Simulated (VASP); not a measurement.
# Mg (P6_3/mmc) in VASP: notebook

The runs below take Mg through relaxation of cell and atoms, with BLYP+D4, PBEsol+D4.

Everything below comes from runs of VASP 6.6.1. Logs are shortened: lines on timing, memory, paths and dates and some standing lists are left out, and cuts for length are marked.

### Step 1. The cell of the first run

Symmetry: P6_3/mmc, No. 194, hexagonal system. The conventional cell has a = 3.209 Å, b = 3.209 Å, c = 5.210 Å, α = 90.00°, β = 90.00°, γ = 120.00°. Mg (site symmetry -6m2) has 12 Mg at 3.20 to 3.21 Å within 4.2 Å.

### Step 2. Relaxation of cell and atoms, BLYP+D4

INCAR reads:

```
SYSTEM = Mg
  AGGAC = 1.0
  AGGAX = 1.0
  ALDAC = 0.0
  ALDAX = 1.0
  ALGO = Normal
  EDIFF = 1E-6
  EDIFFG = -0.005
  ENCUT = 600
  GGA = B5
  IBRION = 2
  ISIF = 3
  ISMEAR = -1
  IVDW = 13
  LASPH = .True.
  LCHARG = .False.
  LREAL = .False.
  LWAVE = .False.
  NELM = 100
  NSW = 80
  PREC = Accurate
  SIGMA = 0.05
  VDW_A1 = 0.44488865
  VDW_A2 = 4.0933009
  VDW_S6 = 1.0
  VDW_S8 = 2.34076671
```

KPOINTS reads:

```
k-points
0
Gamma
  10 10 5
  0 0 0
```

POSCAR reads:

```
Mg
1.0
    3.2093000000      0.0000000000      0.0000000000
   -1.6046500000      2.7793353284      0.0000000000
    0.0000000000      0.0000000000      5.2103000000
Mg
2
Direct
    0.6666666667      0.3333333333      0.7500000000
    0.3333333333      0.6666666667      0.2500000000
```

Potentials or basis: VASP PAW PBE potentials, release 64 (Mg).

On the command line:

```bash
cat potpaw_PBE.64/Mg/POTCAR > POTCAR
mpirun -np 1 vasp_std > vasp.out
```

OUTCAR:

```text
SYSTEM = Mg
   EDIFF = 1E-6
   EDIFFG = -0.005
   ENCUT = 600
   GGA = B5
   IBRION = 2
   ISIF = 3
   ISMEAR = -1
   IVDW = 13
   LASPH = .True.
   LREAL = .False.
   NELM = 100
   NSW = 80
   PREC = Accurate

 ion  position               nearest neighbor table
   1  0.667  0.333  0.750-   2 3.20   2 3.20   2 3.20   2 3.20   2 3.20   2 3.20
   2  0.333  0.667  0.250-   1 3.20   1 3.20   1 3.20   1 3.20   1 3.20   1 3.20

  LATTYP: Found a hexagonal cell.
 ALAT       =     3.2093000000
 C/A-ratio  =     1.6235004518

  Lattice vectors:

 A1 = (   3.2093000000,   0.0000000000,   0.0000000000)
 A2 = (  -1.6046500000,   2.7793353284,   0.0000000000)
 A3 = (   0.0000000000,   0.0000000000,   5.2103000000)

Analysis of symmetry for initial positions (statically):
=====================================================================
 Subroutine PRICEL returns:
 Original cell was already a primitive cell.

 Routine SETGRP: Setting up the symmetry group for a
 hexagonal supercell.

 Subroutine GETGRP returns: Found 24 space group operations
 (whereof 12 operations were pure point group operations)
 out of a pool of 24 trial point group operations.

The static configuration has the point symmetry D_3d.
 The point group associated with its full space group is D_6h.

Analysis of symmetry for dynamics (positions and initial velocities):
=====================================================================
 Subroutine PRICEL returns:
 Original cell was already a primitive cell.

 Routine SETGRP: Setting up the symmetry group for a
 hexagonal supercell.

 Subroutine GETGRP returns: Found 24 space group operations
 (whereof 12 operations were pure point group operations)
 out of a pool of 24 trial point group operations.

The dynamic configuration has the point symmetry D_3d.
 The point group associated with its full space group is D_6h.

 Subroutine INISYM returns: Found 24 space group operations
 (whereof 12 operations are pure point group operations),
 and found     1 'primitive' translations

----------------------------------------------------------------------------------------

                                     Primitive cell

  volume of cell :      46.4744

  direct lattice vectors                    reciprocal lattice vectors
     3.209300000  0.000000000  0.000000000     0.311594429  0.179899127  0.000000000
    -1.604650000  2.779335328  0.000000000     0.000000000  0.359798255  0.000000000
     0.000000000  0.000000000  5.210300000     0.000000000  0.000000000  0.191927528

  length of vectors
     3.209300000  3.209300000  5.210300000     0.359798255  0.359798255  0.191927528

  position of ions in fractional coordinates (direct lattice)
     0.666666667  0.333333333  0.750000000
     0.333333333  0.666666667  0.250000000

  ion indices of the primitive-cell ions
   primitive index   ion index
                 1           1
                 2           2

----------------------------------------------------------------------------------------

 KPOINTS: k-points

Automatic generation of k-mesh.
 Grid dimensions read from file:
 generate k-points for:   10   10    5

 Generating k-lattice:

  Cartesian coordinates                     Fractional coordinates (reciprocal lattice)
     0.031159443  0.017989913  0.000000000     0.100000000 -0.000000000  0.000000000
     0.000000000  0.035979825  0.000000000     0.000000000  0.100000000  0.000000000
     0.000000000  0.000000000  0.038385506     0.000000000  0.000000000  0.200000000

  Length of vectors
     0.035979825  0.035979825  0.038385506

  Shift w.r.t. Gamma in fractional coordinates (k-lattice)
     0.000000000  0.000000000  0.000000000

 Subroutine IBZKPT returns following result:
 ===========================================

 Found     42 irreducible k-points:

 Following reciprocal coordinates:
            Coordinates               Weight
  0.000000  0.000000  0.000000      1.000000
  0.100000  0.000000  0.000000      6.000000
  0.200000  0.000000  0.000000      6.000000
  0.300000  0.000000  0.000000      6.000000
  0.400000  0.000000  0.000000      6.000000
  0.500000  0.000000  0.000000      3.000000
[... 16 lines left out ...]
  0.300000  0.100000  0.200000     24.000000
  0.400000  0.100000  0.200000     24.000000
 [... further k-points ...]
   k-points           NKPTS =     42   k-points in BZ     NKDIM =     42   number of bands    NBANDS=      6
   number of dos      NEDOS =    301   number of ions     NIONS =      2
   total plane-waves  NPLWV =  32928
   dimension x,y,z NGX =    28 NGY =   28 NGZ =   42
   dimension x,y,z NGXF=    56 NGYF=   56 NGZF=   84
   ions per type =               2
   NGX,Y,Z   is equivalent  to a cutoff of  14.50, 14.50, 13.40 a.u.
   NGXF,Y,Z  is equivalent  to a cutoff of  29.01, 29.01, 26.80 a.u.
 SYSTEM =  Mg
   PREC   = accura    normal or accurate (medium, high low for compatibility)
   ISTART =      0    job   : 0-new  1-cont  2-samecut
   ICHARG =      2    charge: 1-file 2-atom 10-const
   ISPIN  =      1    spin polarized calculation?
   LNONCOLLINEAR =      F non collinear calculations
   LSORBIT =      F    spin-orbit coupling
   LASPH  =      T    aspherical Exc in radial PAW
   ENCUT  =  600.0 eV  44.10 Ry    6.64 a.u.   6.41  6.41 10.41*2*pi/ulx,y,z
   NELM   =    100;   NELMIN=  2; NELMDL= -5     # of ELM steps
   EDIFF  = 0.1E-05   stopping-criterion for ELM
   LREAL  =      F    real-space projection
   EDIFFG = -.5E-02   stopping-criterion for IOM
   NSW    =     80    number of steps for IOM
   IBRION =      2    ionic relax: 0-MD 1-quasi-New 2-CG
   NFREE  =      1    steps in history (QN), initial steepest desc. (CG)
   ISIF   =      3    stress and relaxation
   ISYM   =      2    0-nonsym 1-usesym 2-fastsym
   POTIM  = 0.5000    time-step for ionic-motion
   TEBEG  =    0.0;   TEEND  =   0.0 temperature during run
   PSTRESS=    0.0 pullay stress
   NELECT =       4.0000    total number of electrons
   NUPDOWN=      -1.0000    fix difference up-down
   EMIN   =  10.00;   EMAX   =-10.00  energy-range for DOS
   EFERMI =   0.00;   METHOD = LEGACY
   ISMEAR =    -1;   SIGMA  =   0.05  broadening in eV -4-tet -1-fermi 0-gaus
   EFERMI_NEDOS =   21; number of points for ismear=-14 and -15
   IALGO  =     38    algorithm
   IMIX   =      4    mixing-type and parameters
     AMIX     =   0.40;   BMIX     =  1.00
     AMIX_MAG =   1.60;   BMIX_MAG =  1.00
  volume/ion in A,a.u.               =      23.24       156.81
  Fermi-wavevector in a.u.,A,eV,Ry     =   0.722809  1.365911  7.108401  0.522453
  Thomas-Fermi vector in A             =   1.812866
   LORBIT       =      0    0 simple, 1 ext, 2 COOP (PROOUT), +10 PAW based schemes
   GGA     = B5    functional components
   LHFCALC =     F    Hartree Fock is set to
   AEXX    =    0.0000 exact exchange contribution
   IVDW    =    13    specifies the selected vdW correction
   LEPSILON=     F    determine dielectric tensor
   LRPA    =     F    only Hartree local field effects (RPA)
 conjugate gradient relaxation of ions
 non-spin polarized calculation
  energy-cutoff  :      600.00
  volume of cell :       46.47
 maximum number of plane-waves:      1578
 NGX is ok and might be reduce to    28
   NGX = 13   NGY = 13   NGZ = 21

--------------------------------------- Ionic step        1  -------------------------------------------

 number of electron       4.0000000 magnetization

 Free energy of the ion-electron system (eV)
  ---------------------------------------------------
  ext. energy  EPLUGINS =         0.00000000
  ---------------------------------------------------
  free energy    TOTEN  =        -1.48733681 eV

  energy without entropy =       -1.47516127  energy(sigma->0) =       -1.48124904

------------------------ aborting loop because EDIFF is reached ----------------------------------------

  DFT-D4 for vdW energy calculation

  Edisp (eV):   -0.60444

  FORCE on cell =-STRESS in cart. coord.  units (eV):
  Direction    XX          YY          ZZ          XY          YZ          ZX
  --------------------------------------------------------------------------------------
  -------------------------------------------------------------------------------------
  Total       4.00558     4.00558     4.31981     0.00000     0.00000     0.00000
  in kB     138.08999   138.08999   148.92279     0.00000     0.00000     0.00000
  external pressure =      141.70 kB  Pullay stress =        0.00 kB
[... 97 lines left out ...]
  FREE ENERGIE OF THE ION-ELECTRON SYSTEM (eV)
  ---------------------------------------------------
  free  energy   TOTEN  =        -1.8727305045 eV

  energy  without entropy=       -1.8619755314  energy(sigma->0) =       -1.86735302

[... ionic steps 4 to 27 ...]

--------------------------------------- Ionic step       28  -------------------------------------------

 number of electron       4.0000000 magnetization

------------------------ aborting loop because EDIFF is reached ----------------------------------------

  DFT-D4 for vdW energy calculation

  Edisp (eV):   -0.60684
[... 69 lines left out ...]
  energy  without entropy=       -2.0920558368  energy(sigma->0) =       -2.09623227

--------------------------------------- Ionic step       30  -------------------------------------------

 number of electron       4.0000000 magnetization

 Free energy of the ion-electron system (eV)
  ---------------------------------------------------
  ext. energy  EPLUGINS =         0.00000000
  ---------------------------------------------------
  free energy    TOTEN  =        -1.49359457 eV

  energy without entropy =       -1.48521764  energy(sigma->0) =       -1.48940611

 E-fermi :   3.0733     XC(G=0):  -8.0113

 val. band max:        3.0384809240   @ k =   0.3000   0.3000   0.4000
 cond. band min:       3.1072511618   @ k =   0.4000   0.1000   0.4000
 fundamental gap:      0.0687702378
 Fermi energy:         3.0732925353

 k-point     1 :       0.0000    0.0000    0.0000
  band No.  band energies     occupation
      1      -3.8558      2.00000
      2       1.2341      2.00000
      3       1.2814      2.00000
      4      14.3472      0.00000
      5      14.4373      0.00000
      6      14.4373      0.00000

 k-point     2 :       0.1000    0.0000    0.0000
  band No.  band energies     occupation
      1      -3.6547      2.00000
      2       1.4182      2.00000
      3       1.4790      2.00000
      4      11.4900      0.00000
      5      12.8935      0.00000
      6      13.5792      0.00000
[... 190 lines left out ...]
 k-point    24 :       0.4000    0.1000    0.2000
  band No.  band energies     occupation
      1       0.4766      2.00000
      2       2.3158      2.00000
      3       3.5684      0.00010
      4       5.3379      0.00000
      5       7.2054      0.00000
      6       8.2638      0.00000

 [... further k-points ...]

------------------------ aborting loop because EDIFF is reached ----------------------------------------

  DFT-D4 for vdW energy calculation

  Edisp (eV):   -0.60681

  FORCE on cell =-STRESS in cart. coord.  units (eV):
  Direction    XX          YY          ZZ          XY          YZ          ZX
  --------------------------------------------------------------------------------------
  -------------------------------------------------------------------------------------
  Total       0.00387     0.00387     0.00372    -0.00000    -0.00000    -0.00000
  in kB       0.13351     0.13351     0.12839    -0.00000    -0.00000    -0.00000
  external pressure =        0.13 kB  Pullay stress =        0.00 kB
[... 17 lines left out ...]
  FREE ENERGIE OF THE ION-ELECTRON SYSTEM (eV)
  ---------------------------------------------------
  free  energy   TOTEN  =        -2.1004091548 eV

  energy  without entropy=       -2.0920322240  energy(sigma->0) =       -2.09622069

 reached required accuracy - stopping structural energy minimisation
```

Wall time 3 min (1 thread of Intel Xeon 6975P-C (Granite Rapids), shared host); peak memory 0.19 GiB.

Results:

| Quantity | Value |
| --- | --- |
| Free energy | -2.1004 eV |
| Relaxed volume | 23.22 Å³/atom |
| Relaxed cell | a = 3.161 Å, b = 3.161 Å, c = 5.365 Å, α = 90.00°, β = 90.00°, γ = 120.00° |
| Space group after relaxing (to 0.05 Å) | P6_3/mmc (No. 194) |
| Energy gained by relaxing | 4.3 meV/atom |
| Ionic steps | 30 |
| Pressure after relaxing | 0.0 GPa |
| Band gap on the k mesh | zero (band 2 reaches 3.55 eV, above the bottom of band 3 at 1.28 eV) |
| Dispersion energy per atom | -0.303 eV |

Step by step:
```
step  energy change (eV)  largest force (eV/Å)  pressure (GPa)  volume (Å³)
   1              0.0000                0.0000           14.17        46.47
   2              0.4033                0.0000           -5.56        61.71
   3              0.2190                0.0000           -5.03        56.18
   4              0.1297                0.0000           -4.39        53.14
   5              0.0480                0.0000           -3.26        49.73
   6              0.0185                0.0000           -2.51        48.09
   7              0.0070                0.0000           -2.09        47.28
   8              0.0021                0.0000           -1.86        46.87
   9             -0.0001                0.0000           -1.74        46.67
  10             -0.0011                0.0000           -1.53        46.57
  11             -0.0014                0.0000           -0.08        46.52
  12             -0.0014                0.0000            0.05        46.52
  13             -0.0035                0.0000           -0.15        46.53
  14             -0.0072                0.0000           -1.22        46.53
  15             -0.0048                0.0000           -1.53        46.50
  16             -0.0079                0.0000           -1.49        46.53
  17             -0.0084                0.0000           -0.02        46.47
  18             -0.0084                0.0000            0.57        46.46
  19             -0.0084                0.0000            0.40        46.46
  20             -0.0084                0.0000            0.48        46.46
  21             -0.0085                0.0000            0.73        46.45
  22             -0.0086                0.0000            1.10        46.42
  23             -0.0086                0.0000            0.35        46.43
  24             -0.0086                0.0000            0.30        46.43
  25             -0.0086                0.0000            0.25        46.43
  26             -0.0086                0.0000            0.12        46.43
  27             -0.0086                0.0000           -0.13        46.44
  28             -0.0086                0.0000           -0.19        46.44
  29             -0.0086                0.0000           -0.06        46.44
  30             -0.0086                0.0000            0.01        46.44
```

Final structure:
```
Mg
1.0
     3.16144    0.00000    0.00000
    -1.58072    2.73789    0.00000
     0.00000    0.00000    5.36547
Mg
2
Direct
  0.66667 0.33333 0.75000
  0.33333 0.66667 0.25000
```

Caveat: the PAW data sets were made with another functional, which shifts forces and pressure a little; pairwise dispersion overbinds metals, which lowers pressure and volume.

### Step 3. Relaxation of cell and atoms, PBEsol+D4

INCAR reads:

```
SYSTEM = Mg
PREC = Accurate
ENCUT = 600
EDIFF = 1E-7
ISMEAR = -1
SIGMA = 0.05
LREAL = .FALSE.
LASPH = .TRUE.
NELM = 80
ALGO = Normal
ISIF = 3
LWAVE = .FALSE.
LCHARG = .FALSE.
GGA = PS
IVDW = 13
IBRION = 2
NSW = 80
EDIFFG = -0.01
```

KPOINTS reads:

```
Automatic mesh
0
G
  10 10 5
  0 0 0
```

POSCAR is that of step 2.

Potentials or basis: VASP PAW PBE potentials, release 64 (Mg).

On the command line:

```bash
cat potpaw_PBE.64/Mg/POTCAR > POTCAR
mpirun -np 1 vasp_std > vasp.out
```

It took 66 s on 1 thread of Intel Xeon 6975P-C (Granite Rapids), shared host; peak memory 0.19 GiB.

Results (log left out):

```
Free energy                            : -3.6271 eV
Relaxed volume                         : 23.23 Å³/atom
Relaxed cell                           : a = 3.176 Å, b = 3.176 Å, c = 5.320 Å, α = 90.00°, β = 90.00°, γ = 120.00°
Space group after relaxing (to 0.05 Å) : P6_3/mmc (No. 194)
Energy gained by relaxing              : 2.7 meV/atom
Ionic steps                            : 25
Pressure after relaxing                : 0.0 GPa
Band gap on the k mesh                 : zero (band 2 reaches 3.09 eV, above the bottom of band 3 at 1.01 eV)
Dispersion energy per atom             : -0.093 eV
```

The path:
```csv
step,energy change (eV),largest force (eV/Å),pressure (GPa),volume (Å³)
1,0.0000,0.0000,3.05,46.47
2,0.0480,0.0000,-3.48,49.51
3,0.0176,0.0000,-2.61,47.87
4,0.0084,0.0000,-2.23,47.23
5,0.0036,0.0000,-1.99,46.85
6,0.0014,0.0000,-1.87,46.66
7,0.0004,0.0000,-1.75,46.57
8,-0.0001,0.0000,-1.23,46.52
9,-0.0002,0.0000,-0.14,46.50
10,-0.0002,0.0000,-0.06,46.50
11,-0.0002,0.0000,-0.10,46.50
12,-0.0016,0.0000,-0.25,46.50
13,-0.0051,0.0000,-1.30,46.51
14,-0.0052,0.0000,-1.51,46.50
15,-0.0054,0.0000,-0.87,46.47
16,-0.0054,0.0000,-0.03,46.45
17,-0.0054,0.0000,-0.23,46.46
18,-0.0054,0.0000,-0.18,46.46
19,-0.0054,0.0000,-0.09,46.46
20,-0.0054,0.0000,0.20,46.45
21,-0.0054,0.0000,0.34,46.45
22,-0.0054,0.0000,0.32,46.45
23,-0.0054,0.0000,0.27,46.45
24,-0.0054,0.0000,0.16,46.46
25,-0.0054,0.0000,-0.05,46.46
```

Final structure:
```cif
data_structure
_symmetry_space_group_name_H-M 'P 1'
_symmetry_Int_Tables_number 1
_cell_length_a 3.1756
_cell_length_b 3.1756
_cell_length_c 5.3202
_cell_angle_alpha 90.000
_cell_angle_beta 90.000
_cell_angle_gamma 120.000
_cell_volume 46.46
loop_
_atom_site_label
_atom_site_type_symbol
_atom_site_fract_x
_atom_site_fract_y
_atom_site_fract_z
_atom_site_occupancy
Mg1 Mg 0.66667 0.33333 0.75000 1
Mg2 Mg 0.33333 0.66667 0.25000 1
```

Levels at points of the mesh, in eV from the Fermi level:
| k point | band 1 | band 2 | band 3 | band 4 | band 5 | band 6 |
| --- | --- | --- | --- | --- | --- | --- |
| (0.00, 0.00, 0.00) | -6.93 | -1.87 | -1.57 | 11.14 | 11.14 | 11.31 |
| (0.50, 0.00, 0.00) | -2.10 | -2.05 | 2.56 | 2.90 | 2.98 | 3.48 |

Caveat: the PAW data sets were made with another functional, which shifts forces and pressure a little; pairwise dispersion overbinds metals, which lowers pressure and volume.
